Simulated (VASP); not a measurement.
**Hf: single point with PBE+D3(BJ)**

The system is Hf.

```
Hf
1.0
    -1.75308    1.75308    1.75308
     1.75308   -1.75308    1.75308
     1.75308    1.75308   -1.75308
Hf
1
Direct
  0.00000 0.00000 0.00000
```

- Program: VASP 6.6.1
- Task: single point
- Functional: PBE
- Dispersion: D3(BJ)
- Potentials or basis: VASP PAW PBE potentials, release 64 (Hf_pv)
- Cutoff: 500 eV
- k mesh: 8 × 8 × 8
- Occupations: gaussian, width 0.1 eV
- Spin: no spin polarisation
- Dipole correction: no
- Further INCAR settings: ALGO = Normal; EDIFF = 1e-06; NBANDS = 11

The pressure is -0.3 GPa and the band gap on the k mesh is zero (band 5 reaches 6.39 eV, above the bottom of band 6 at 4.05 eV). The dispersion energy per atom is -0.468 eV.

Levels at points of the mesh, in eV from the Fermi level:
```csv
k point,band 3,band 4,band 5,band 6,band 7,band 8
"(0.00, 0.00, 0.00)",-29.66,-7.12,1.59,1.59,1.59,4.48
"(0.50, 0.00, 0.00)",-29.67,-3.46,-0.53,1.25,4.33,5.37
"(0.50, 0.50, 0.50)",-30.31,-2.70,-2.70,7.09,7.09,7.09
```

It took 3.9 s on 1 thread of Intel(R) Xeon(R) Platinum 8488C (Sapphire Rapids), on a shared host, peak memory 0.14 GiB.

Caveat: spin-orbit coupling is left out, which moves the levels of the heavy elements; pairwise dispersion overbinds metals, which lowers pressure and volume.
